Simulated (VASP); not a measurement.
A run of VASP 6.6.1 is set up as follows.

File INCAR:

```
SYSTEM = CuI3
PREC = Accurate ; ENCUT = 520
EDIFF = 1E-7 ; ISMEAR = 0
SIGMA = 0.05 ; LREAL = .False.
LASPH = .True. ; NELM = 150
ALGO = Normal ; ISIF = 2
LWAVE = .False. ; LCHARG = .False.
ISPIN = 2 ; MAGMOM = 0 0 0 0
LORBIT = 11 ; LMAXMIX = 4
LDAU = .True. ; LDAUTYPE = 2
LDAUL = 2 -1 ; LDAUU = 4 0
LDAUJ = 0 0 ; LDAUPRINT = 1
GGA = PE ; NBANDS = 28
```

The input KPOINTS:

```
regular mesh
0
Gamma
  6 6 6
  0 0 0
```

POSCAR

```
CuI3
1.0
    5.5896892156      0.0000000000      0.0000000000
    0.0000000000      5.5896892156      0.0000000000
    0.0000000000      0.0000000000      5.5896892156
Cu I
1 3
Direct
    0.0000000000      0.0000000000      0.0000000000
    0.5000000000      0.0000000000      0.0000000000
    0.0000000000      0.0000000000      0.5000000000
    0.0000000000      0.5000000000      0.0000000000
```

Potentials or basis: VASP PAW PBE potentials, release 64 (Cu, I).

Command:

```console
$ cat potpaw_PBE.64/Cu/POTCAR potpaw_PBE.64/I/POTCAR > POTCAR
$ mpirun -np 1 vasp_std > vasp.out
```

Problem. What does it give for the band gap on the k mesh?

Solution. Zero (filled and empty bands overlap).

Problem. Estimate the pressure.

Solution. -1.5 GPa.

Problem. What does it give for the net moment?

Solution. 0.00 μB per cell.

Eigenvalues of the final occupation matrices:
```csv
site,spin,trace,eigenvalues
site 1 d,1,4.68,0.90 0.90 0.96 0.96 0.96
site 1 d,2,4.68,0.90 0.90 0.96 0.96 0.96
```

Caveat: spin-orbit coupling is left out, which moves the levels of the heavy elements.
